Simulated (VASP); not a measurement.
Here is a VASP 6.6.1 calculation.

Contents of INCAR:

```
ALGO = Normal
EDIFF = 1E-6
ENCUT = 520
GGA = PS
ISIF = 2
ISMEAR = 0
LASPH = T
LCHARG = F
LREAL = F
LWAVE = F
NBANDS = 16
NELM = 80
PREC = Accurate
SIGMA = 0.02
```

KPOINTS

```
k-points
0
Gamma
  10 10 10
```

The input POSCAR:

```
ZnS
1.0
    0.0000000000      2.6777701718      2.6777701718
    2.6777701718      0.0000000000      2.6777701718
    2.6777701718      2.6777701718      0.0000000000
Zn S
1 1
Direct
    0.0000000000      0.0000000000      0.0000000000
    0.2500000000      0.2500000000      0.2500000000
```

Potentials or basis: VASP PAW PBE potentials, release 64 (Zn, S).

Run with:

```sh
$ cat potpaw_PBE.64/Zn/POTCAR potpaw_PBE.64/S/POTCAR > POTCAR
$ mpirun -np 1 vasp_std > vasp.out
```

Estimate the band gap on the k mesh.

2.10 eV, direct.

Estimate the pressure.

0.2 GPa.

Caveat: the PAW data sets were made with another functional, which shifts forces and pressure a little.
